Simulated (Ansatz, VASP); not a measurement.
## One calculation of NiO, two programs

```
Ni O
1.0
    -3.95221   -0.10207    3.73581
     0.08542    1.95797    1.90229
    -2.08733    2.03480   -0.16226
Ni O
2 2
Direct
  0.71399 0.10057 0.73706
  0.23365 0.08628 0.75518
  0.99536 0.63630 0.18015
  0.49167 0.57239 0.24850
```

Alike in both runs: task single point; functional PBE; k mesh 3 × 3 × 3; occupations fermi-dirac, width 0.15 eV; collinear spin; Hubbard terms Ni d U = 6.0 eV.

```csv
,VASP,Ansatz
version,VASP 6.6.1,Ansatz 0.2.0 development build
potentials or method,"VASP PAW PBE potentials, release 64 (Ni_sv_GW, O)","plane waves, PAW datasets (generated soft set 1)"
plane-wave cutoff (eV),600,420
valence electrons in the cell,48,48
```

Ansatz gave:

* rms of the force components (eV/Å): 1.219
* size of the moment on the site where the two differ most (μB): 1.54

Question: What did VASP give for the same quantities?

Answer: rms of the force components (eV/Å): 1.225; size of the moment on the site where the two differ most (μB): 1.68.

Site moments also hang on the region over which each program counts them. The programs project onto different local orbitals, so the same U acts differently, and such runs can settle in different states.

The k mesh is coarse, so the values compare programs but aren't converged.
